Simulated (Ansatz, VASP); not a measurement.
One calculation of Ge, two programs

```
Ge
1.0
    -1.75293    1.75293    1.75293
     1.75293   -1.75293    1.75293
     1.75293    1.75293   -1.75293
Ge
1
Cartesian
  0.0000 0.0000 0.0000
```

Alike in both runs: task single point; functional BLYP; k mesh 14 × 14 × 14; occupations fermi-dirac, width 0.1 eV; no spin polarisation.

|  | VASP | Ansatz |
| --- | --- | --- |
| version | VASP 6.6.1 | Ansatz 0.2.0 |
| potentials or method | VASP PAW PBE potentials, release 64 (Ge_d), cutoff 520 eV | plane waves (420 eV) with PAW, scalar-relativistic |
| valence electrons in the cell | 14 | 14 |

|  | VASP | Ansatz | Ansatz less VASP |
| --- | --- | --- | --- |
| pressure (GPa) | -0.3 | -0.3 | +0.08 |

VASP's potentials were made for PBE, not for BLYP.
